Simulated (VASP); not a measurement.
# Mg3Si (P-6m2) in VASP: further runs

Mg3Si is run at these levels: PBE; tasks: single point, relaxation of cell and atoms.

Program: VASP 6.6.1. These are calculated values, not measurements. Logs are shortened: lines on timing, memory, paths and dates and some standing lists are left out, and cuts for length are marked.

### Step 1. The cell of the first run

Symmetry: P-6m2, No. 187, hexagonal system. Conventional cell: a = 3.151 Å, b = 3.151 Å, c = 9.550 Å, α = 90.00°, β = 90.00°, γ = 120.00°. Mg (site symmetry 3m) has 3 Si at 2.83 Å and 9 Mg at 3.15 to 3.18 Å within 3.7 Å. Within 4.1 Å of Mg (site symmetry -6m2) lie 12 Mg at 3.15 to 3.18 Å. Within 3.7 Å of Si (site symmetry -6m2) lie 6 Mg at 2.83 Å and 6 Si at 3.15 Å.

The cell was built from a structure type or drawn by symmetry, and may not be a known phase.

### Step 2. Single point, PBE

INCAR

```
PREC = Accurate
ENCUT = 520
EDIFF = 1E-6
ISMEAR = 0
SIGMA = 0.1
LREAL = F
LASPH = T
NELM = 100
ALGO = Fast
ISIF = 2
LWAVE = F
LCHARG = F
GGA = PE
NBANDS = 13
```

KPOINTS

```
Automatic mesh
0
Gamma
  18 18 6
```

POSCAR

```
Mg3Si
1.0
    3.1511474988      0.0000000000      0.0000000000
   -1.5755737494      2.7289737850      0.0000000000
    0.0000000000      0.0000000000      9.5503373799
Mg Si
3 1
Direct
    0.3333333333      0.6666666667      0.7264430730
    0.0000000000      0.0000000000      0.0000000000
    0.3333333333      0.6666666667      0.2735569270
    0.0000000000      0.0000000000      0.5000000000
```

Potentials or basis: VASP PAW PBE potentials, release 64 (Mg, Si).

Started as:

```console
> cat potpaw_PBE.64/Mg/POTCAR potpaw_PBE.64/Si/POTCAR > POTCAR
> mpirun -np 1 vasp_std > vasp.out
```

OUTCAR:

```text
PREC = Accurate
   ENCUT = 520
   EDIFF = 1E-6
   ISMEAR = 0
   LREAL = F
   LASPH = T
   NELM = 100
   ISIF = 2
   GGA = PE

 ion  position               nearest neighbor table
   1  0.333  0.667  0.726-   4 2.83   4 2.83   4 2.83   2 3.18   2 3.18   2 3.18
   2  0.000  0.000  0.000-   1 3.18   3 3.18   1 3.18   3 3.18   1 3.18   3 3.18
   3  0.333  0.667  0.274-   4 2.83   4 2.83   4 2.83   2 3.18   2 3.18   2 3.18
   4  0.000  0.000  0.500-   1 2.83   3 2.83   1 2.83   3 2.83   1 2.83   3 2.83

  LATTYP: Found a hexagonal cell.
 ALAT       =     3.1511474988
 C/A-ratio  =     3.0307490790

  Lattice vectors:

 A1 = (   3.1511474988,   0.0000000000,   0.0000000000)
 A2 = (  -1.5755737494,   2.7289737850,   0.0000000000)
 A3 = (   0.0000000000,   0.0000000000,   9.5503373799)

Analysis of symmetry for initial positions (statically):
=====================================================================
 Subroutine PRICEL returns:
 Original cell was already a primitive cell.

 Routine SETGRP: Setting up the symmetry group for a
 hexagonal supercell.

 Subroutine GETGRP returns: Found 12 space group operations
 (whereof 12 operations were pure point group operations)
 out of a pool of 24 trial point group operations.

The static configuration has the point symmetry D_3h.

Analysis of symmetry for dynamics (positions and initial velocities):
=====================================================================
 Subroutine PRICEL returns:
 Original cell was already a primitive cell.

 Routine SETGRP: Setting up the symmetry group for a
 hexagonal supercell.

 Subroutine GETGRP returns: Found 12 space group operations
 (whereof 12 operations were pure point group operations)
 out of a pool of 24 trial point group operations.

The dynamic configuration has the point symmetry D_3h.

 Subroutine INISYM returns: Found 12 space group operations
 (whereof 12 operations are pure point group operations),
 and found     1 'primitive' translations

----------------------------------------------------------------------------------------

                                     Primitive cell

  volume of cell :      82.1272

  direct lattice vectors                    reciprocal lattice vectors
     3.151147499  0.000000000  0.000000000     0.317344713  0.183219056  0.000000000
    -1.575573749  2.728973785  0.000000000     0.000000000  0.366438111  0.000000000
     0.000000000  0.000000000  9.550337380     0.000000000  0.000000000  0.104708343

  length of vectors
     3.151147499  3.151147499  9.550337380     0.366438111  0.366438111  0.104708343

  position of ions in fractional coordinates (direct lattice)
     0.333333333  0.666666667  0.726443073
     0.000000000  0.000000000  0.000000000
     0.333333333  0.666666667  0.273556927
     0.000000000  0.000000000  0.500000000

  ion indices of the primitive-cell ions
   primitive index   ion index
                 1           1
                 2           2
                 3           3
                 4           4

----------------------------------------------------------------------------------------

 KPOINTS: Automatic mesh

Automatic generation of k-mesh.
 Grid dimensions read from file:
 generate k-points for:   18   18    6

 Generating k-lattice:

  Cartesian coordinates                     Fractional coordinates (reciprocal lattice)
     0.017630262  0.010178836  0.000000000     0.055555556  0.000000000  0.000000000
     0.000000000  0.020357673  0.000000000     0.000000000  0.055555556  0.000000000
     0.000000000  0.000000000  0.017451390     0.000000000  0.000000000  0.166666667

  Length of vectors
     0.020357673  0.020357673  0.017451390

  Shift w.r.t. Gamma in fractional coordinates (k-lattice)
     0.000000000  0.000000000  0.000000000

 Subroutine IBZKPT returns following result:
 ===========================================

 Found    148 irreducible k-points:

 Following reciprocal coordinates:
            Coordinates               Weight
  0.000000  0.000000  0.000000      1.000000
  0.055556  0.000000  0.000000      6.000000
  0.111111  0.000000  0.000000      6.000000
  0.166667  0.000000  0.000000      6.000000
  0.222222  0.000000  0.000000      6.000000
  0.277778  0.000000  0.000000      6.000000
[... 16 lines left out ...]
  0.333333  0.111111  0.000000     12.000000
  0.388889  0.111111  0.000000     12.000000
 [... further k-points ...]
   k-points           NKPTS =    148   k-points in BZ     NKDIM =    148   number of bands    NBANDS=     13
   number of dos      NEDOS =    301   number of ions     NIONS =      4
   total plane-waves  NPLWV =  41472
   dimension x,y,z NGX =    24 NGY =   24 NGZ =   72
   dimension x,y,z NGXF=    48 NGYF=   48 NGZF=  144
   ions per type =               3   1
   NGX,Y,Z   is equivalent  to a cutoff of  12.66, 12.66, 12.53 a.u.
   NGXF,Y,Z  is equivalent  to a cutoff of  25.32, 25.32, 25.07 a.u.
 SYSTEM =  unknown system
   PREC   = accura    normal or accurate (medium, high low for compatibility)
   ISTART =      0    job   : 0-new  1-cont  2-samecut
   ICHARG =      2    charge: 1-file 2-atom 10-const
   ISPIN  =      1    spin polarized calculation?
   LNONCOLLINEAR =      F non collinear calculations
   LSORBIT =      F    spin-orbit coupling
   LASPH  =      T    aspherical Exc in radial PAW
   ENCUT  =  520.0 eV  38.22 Ry    6.18 a.u.   5.86  5.86 17.76*2*pi/ulx,y,z
   NELM   =    100;   NELMIN=  2; NELMDL= -5     # of ELM steps
   EDIFF  = 0.1E-05   stopping-criterion for ELM
   LREAL  =      F    real-space projection
   EDIFFG = 0.1E-04   stopping-criterion for IOM
   NSW    =      0    number of steps for IOM
   IBRION =     -1    ionic relax: 0-MD 1-quasi-New 2-CG
   NFREE  =      0    steps in history (QN), initial steepest desc. (CG)
   ISIF   =      2    stress and relaxation
   ISYM   =      2    0-nonsym 1-usesym 2-fastsym
   POTIM  = 0.5000    time-step for ionic-motion
   TEBEG  =    0.0;   TEEND  =   0.0 temperature during run
   PSTRESS=    0.0 pullay stress
   NELECT =      10.0000    total number of electrons
   NUPDOWN=      -1.0000    fix difference up-down
   EMIN   =  10.00;   EMAX   =-10.00  energy-range for DOS
   EFERMI =   0.00;   METHOD = LEGACY
   ISMEAR =     0;   SIGMA  =   0.10  broadening in eV -4-tet -1-fermi 0-gaus
   EFERMI_NEDOS =   21; number of points for ismear=-14 and -15
   IALGO  =     68    algorithm
   IMIX   =      4    mixing-type and parameters
     AMIX     =   0.40;   BMIX     =  1.00
     AMIX_MAG =   1.60;   BMIX_MAG =  1.00
  volume/ion in A,a.u.               =      20.53       138.56
  Fermi-wavevector in a.u.,A,eV,Ry     =   0.811420  1.533362  8.958116  0.658403
  Thomas-Fermi vector in A             =   1.920777
   LORBIT       =      0    0 simple, 1 ext, 2 COOP (PROOUT), +10 PAW based schemes
   GGA     = PE    functional components
   LHFCALC =     F    Hartree Fock is set to
   AEXX    =    0.0000 exact exchange contribution
   IVDW    =     0    specifies the selected vdW correction
   LEPSILON=     F    determine dielectric tensor
   LRPA    =     F    only Hartree local field effects (RPA)
 non-spin polarized calculation
 RMM-DIIS sequential band-by-band and
 Gauss-broadening in eV      SIGMA  =   0.10
  energy-cutoff  :      520.00
  volume of cell :       82.13
 maximum number of plane-waves:      2234
 NGX is ok and might be reduce to    24
   NGX = 11   NGY = 11   NGZ = 35

 number of electron      10.0000000 magnetization

 Free energy of the ion-electron system (eV)
  ---------------------------------------------------
  ext. energy  EPLUGINS =         0.00000000
  ---------------------------------------------------
  free energy    TOTEN  =        -9.50316453 eV

  energy without entropy =       -9.49474190  energy(sigma->0) =       -9.49895322

 E-fermi :   4.0099     XC(G=0):  -9.0500

 val. band max:        4.0013140161   @ k =   0.3889   0.2222   0.0000
 cond. band min:       4.0268125505   @ k =   0.5000   0.0000   0.3333
 fundamental gap:      0.0254985344
 Fermi energy:         4.0098825307

 k-point     1 :       0.0000    0.0000    0.0000
  band No.  band energies     occupation
      1      -6.3901      2.00000
      2      -2.3421      2.00000
      3      -2.3364      2.00000
      4       1.6455      2.00000
      5       2.5474      2.00000
      6       9.3182      0.00000
      7       9.5274      0.00000
      8       9.5274      0.00000
      9       9.8734      0.00000
     10      13.3661      0.00000
     11      13.3661      0.00000
     12      14.1327      0.00000
     13      14.9741      0.00000

 k-point     2 :       0.0556    0.0000    0.0000
  band No.  band energies     occupation
      1      -6.3317      2.00000
      2      -2.2803      2.00000
      3      -2.2763      2.00000
      4       1.7005      2.00000
      5       2.6079      2.00000
      6       8.9695      0.00000
      7       9.3424      0.00000
      8       9.3626      0.00000
      9       9.9544      0.00000
     10      13.0265      0.00000
     11      13.6415      0.00000
     12      13.9876      0.00000
     13      14.2864      0.00000

 k-point     3 :       0.1111    0.0000    0.0000
  band No.  band energies     occupation
      1      -6.1568      2.00000
      2      -2.0964      2.00000
      3      -2.0952      2.00000
      4       1.8653      2.00000
      5       2.7886      2.00000
      6       7.7715      0.00000
      7       8.9084      0.00000
      8       9.4856      0.00000
      9      10.1028      0.00000
     10      12.2450      0.00000
     11      12.4487      0.00000
     12      12.8096      0.00000
     13      14.0804      0.00000
[... 305 lines left out ...]
 k-point    23 :       0.3333    0.1111    0.0000
  band No.  band energies     occupation
      1      -3.4810      2.00000
      2       0.6545      2.00000
      3       0.7785      2.00000
      4       1.1307      2.00000
      5       4.2331      0.00160
      6       4.7984      0.00000
      7       5.1631      0.00000
      8       5.4821      0.00000
      9       6.0207      0.00000
     10       8.7127      0.00000
     11       8.9707      0.00000
     12       9.6389      0.00000
     13      10.3583      0.00000

 k-point    24 :       0.3889    0.1111    0.0000
  band No.  band energies     occupation
      1      -2.7851      2.00000
      2       0.0808      2.00000
      3       1.3848      2.00000
      4       1.7158      2.00000
      5       3.7994      1.99709
      6       3.9550      1.56234
      7       5.0039      0.00000
      8       5.4513      0.00000
      9       6.5867      0.00000
     10       7.7407      0.00000
     11       8.3269      0.00000
     12       9.4246      0.00000
     13       9.8151      0.00000

 [... further k-points ...]

------------------------ aborting loop because EDIFF is reached ----------------------------------------

  FORCE on cell =-STRESS in cart. coord.  units (eV):
  Direction    XX          YY          ZZ          XY          YZ          ZX
  --------------------------------------------------------------------------------------
  -------------------------------------------------------------------------------------
  Total       -0.0627769     -0.0627769     -0.0741168      0.0000000      0.0000000      0.0000000
  in kB       -1.2246824     -1.2246824     -1.4459068      0.0000000      0.0000000      0.0000000
  external PRESSURE =      -1.2984239 kB  Pullay stress =       0.0000000 kB

 VOLUME and BASIS-vectors are now :
 -----------------------------------------------------------------------------
  energy-cutoff  :      520.00
  volume of cell :       82.13
      direct lattice vectors                 reciprocal lattice vectors
     3.151147499  0.000000000  0.000000000     0.317344713  0.183219056  0.000000000
    -1.575573749  2.728973785  0.000000000     0.000000000  0.366438111  0.000000000
     0.000000000  0.000000000  9.550337380     0.000000000  0.000000000  0.104708343

 POSITION                                       TOTAL-FORCE (eV/Angst)
 -----------------------------------------------------------------------------------
     -0.00000      1.81932      6.93778        -0.000000      0.000000     -0.000822
      0.00000      0.00000      0.00000         0.000000     -0.000000      0.000000
     -0.00000      1.81932      2.61256        -0.000000     -0.000000      0.000822
      0.00000      0.00000      4.77517        -0.000000      0.000000      0.000000
 -----------------------------------------------------------------------------------
    total drift:                               -0.000000      0.000000      0.000000

  FREE ENERGIE OF THE ION-ELECTRON SYSTEM (eV)
  ---------------------------------------------------
  free  energy   TOTEN  =        -9.5031645316 eV

  energy  without entropy=       -9.4947419045  energy(sigma->0) =       -9.49895322
```

Run time: 3.2 min. Hardware: 1 thread of Intel Xeon 8259CL, shared host; peak memory 0.31 GiB.

Results:

```yaml
Free_energy: -9.5032 eV
Pressure: -0.1 GPa
Band_gap_on_the_k_mesh: zero (bands 5 and 6 overlap by 2.60 eV)
```

### Step 3. Relaxation of cell and atoms, PBE

This run uses another cell than the first one, of 20.34 Å³/atom.

INCAR

```
  PREC = Accurate
  ENCUT = 600
  EDIFF = 1E-7
  ISMEAR = 0
  SIGMA = 0.1
  LREAL = F
  LASPH = T
  NELM = 80
  ALGO = Fast
  ISIF = 3
  LWAVE = F
  LCHARG = F
  GGA = PE
  IBRION = 2
  NSW = 100
  EDIFFG = -0.01
```

KPOINTS is that of step 2.

POSCAR

```
Mg3Si
1.0
    3.0572475462      0.0000000000      0.0000000000
   -1.5286237731      2.6476540407      0.0000000000
    0.0000000000      0.0000000000     10.0504661511
Mg Si
3 1
Direct
    0.3333333333      0.6666666667      0.7301781938
    0.0000000000      0.0000000000      0.0000000000
    0.3333333333      0.6666666667      0.2698218062
    0.0000000000      0.0000000000      0.5000000000
```

Potentials or basis: VASP PAW PBE potentials, release 64 (Mg, Si).

Started as:

```console
> cat potpaw_PBE.64/Mg/POTCAR potpaw_PBE.64/Si/POTCAR > POTCAR
> mpirun -np 1 vasp_std > vasp.out
```

OUTCAR:

```text
PREC = Accurate
   ENCUT = 600
   EDIFF = 1E-7
   ISMEAR = 0
   LREAL = F
   LASPH = T
   NELM = 80
   ISIF = 3
   GGA = PE
   IBRION = 2
   NSW = 100
   EDIFFG = -0.01

 ion  position               nearest neighbor table
   1  0.333  0.667  0.730-   4 2.91   4 2.91   4 2.91   2 3.24   2 3.24   2 3.24
   2  0.000  0.000  0.000-   1 3.24   3 3.24   1 3.24   3 3.24   1 3.24   3 3.24
   3  0.333  0.667  0.270-   4 2.91   4 2.91   4 2.91   2 3.24   2 3.24   2 3.24
   4  0.000  0.000  0.500-   1 2.91   3 2.91   1 2.91   3 2.91   1 2.91   3 2.91

  LATTYP: Found a hexagonal cell.
 ALAT       =     3.0572475462
 C/A-ratio  =     3.2874230821

  Lattice vectors:

 A1 = (   3.0572475462,   0.0000000000,   0.0000000000)
 A2 = (  -1.5286237731,   2.6476540407,   0.0000000000)
[... 388 lines left out ...]
 fundamental gap:      0.0194540499
 Fermi energy:         4.0282235585

 k-point     1 :       0.0000    0.0000    0.0000
  band No.  band energies     occupation
      1      -6.3863      2.00000
      2      -2.3359      2.00000
      3      -2.3293      2.00000
      4       1.6571      2.00000
      5       2.5653      2.00000
      6       9.3454      0.00000
      7       9.5637      0.00000
      8       9.5637      0.00000
      9       9.8992      0.00000
[... 265 lines left out ...]
 k-point    24 :       0.3889    0.1111    0.0000
  band No.  band energies     occupation
      1      -2.7710      2.00000
      2       0.0922      2.00000
      3       1.3987      2.00000
      4       1.7287      2.00000
      5       3.8159      1.99732
      6       3.9731      1.56458
      7       5.0250      0.00000
      8       5.4696      0.00000
      9       6.6118      0.00000

 [... further k-points ...]

------------------------ aborting loop because EDIFF is reached ----------------------------------------

  FORCE on cell =-STRESS in cart. coord.  units (eV):
  Direction    XX          YY          ZZ          XY          YZ          ZX
  --------------------------------------------------------------------------------------
  -------------------------------------------------------------------------------------
  Total       -0.0061736     -0.0061736     -0.0015902      0.0000000     -0.0000000      0.0000000
  in kB       -0.1207670     -0.1207670     -0.0311079      0.0000000     -0.0000000      0.0000000
  external PRESSURE =      -0.0908807 kB  Pullay stress =       0.0000000 kB
[... 19 lines left out ...]
  FREE ENERGIE OF THE ION-ELECTRON SYSTEM (eV)
  ---------------------------------------------------
  free  energy   TOTEN  =        -9.5034412410 eV

  energy  without entropy=       -9.4949921374  energy(sigma->0) =       -9.49921669

 reached required accuracy - stopping structural energy minimisation
```

CONTCAR:

```text
Mg3Si
   1.00000000000000
     3.1482453608540752    0.0000000000000000    0.0000000000000000
    -1.5741226804270376    2.7264604598822708   -0.0000000000000000
    -0.0000000000000000    0.0000000000000000    9.5419073676639350
  Mg              Si
     3     1
Direct
     0.3333333332999970    0.6666666667000030    0.7265691364523191
     0.0000000000000000    0.0000000000000000    0.0000000000000000
     0.3333333332999970    0.6666666667000030    0.2734308635476810
     0.0000000000000000    0.0000000000000000    0.5000000000000000

  0.00000000E+00  0.00000000E+00  0.00000000E+00
  0.00000000E+00  0.00000000E+00  0.00000000E+00
  0.00000000E+00  0.00000000E+00  0.00000000E+00
  0.00000000E+00  0.00000000E+00  0.00000000E+00
```

Wall time 15 min (1 thread of Intel Xeon 8259CL, shared host); peak memory 0.34 GiB.

Results:

| Quantity | Value |
| --- | --- |
| Free energy | -9.5034 eV |
| Relaxed volume | 20.48 Å³/atom |
| Relaxed cell | a = 3.148 Å, b = 3.148 Å, c = 9.542 Å, α = 90.00°, β = 90.00°, γ = 120.00° |
| Space group after relaxing (to 0.1 Å) | P-6m2 (No. 187) |
| Energy gained by relaxing | 13.3 meV/atom |
| Ionic steps | 11 |
| Pressure after relaxing | 0.0 GPa |
| Band gap on the k mesh | zero (bands 5 and 6 overlap by 2.60 eV) |

The path:
```tsv
step	energy change (eV)	largest force (eV/Å)	pressure (GPa)	volume (Å³)
1	0.0000	0.0760	0.01	81.35
2	-0.0224	0.0806	0.03	81.35
3	-0.0443	0.0755	0.07	81.30
4	-0.0361	0.0465	0.75	81.02
5	-0.0510	0.0690	0.28	81.20
6	-0.0512	0.0698	0.25	81.22
7	-0.0512	0.0702	0.23	81.22
8	-0.0522	0.0596	-0.04	81.75
9	-0.0524	0.0539	-0.18	82.05
10	-0.0531	0.0206	-0.07	81.96
11	-0.0532	0.0007	-0.01	81.90
```

Final structure:
```cif
data_structure
_symmetry_space_group_name_H-M 'P 1'
_symmetry_Int_Tables_number 1
_cell_length_a 3.1482
_cell_length_b 3.1482
_cell_length_c 9.5419
_cell_angle_alpha 90.000
_cell_angle_beta 90.000
_cell_angle_gamma 120.000
_cell_volume 81.90
loop_
_atom_site_label
_atom_site_type_symbol
_atom_site_fract_x
_atom_site_fract_y
_atom_site_fract_z
_atom_site_occupancy
Mg1 Mg 0.33333 0.66667 0.72657 1
Mg2 Mg 0.00000 0.00000 0.00000 1
Mg3 Mg 0.33333 0.66667 0.27343 1
Si1 Si 0.00000 0.00000 0.50000 1
```

Levels at points of the mesh, in eV from the Fermi level:
```csv
k point,band 1,band 2,band 3,band 4,band 5,band 6,band 7,band 8,band 9
"(0.00, 0.00, 0.00)",-10.41,-6.36,-6.36,-2.37,-1.46,5.32,5.54,5.54,5.87
"(0.50, 0.00, 0.00)",-6.56,-4.59,-2.35,-1.60,-1.35,-0.68,1.67,2.71,3.07
"(0.00, 0.00, 0.50)",-10.41,-7.00,-4.75,-4.46,1.25,1.81,5.54,5.54,9.61
"(0.50, 0.00, 0.50)",-6.56,-4.58,-2.58,-1.90,-0.31,0.03,0.70,0.73,2.71
```
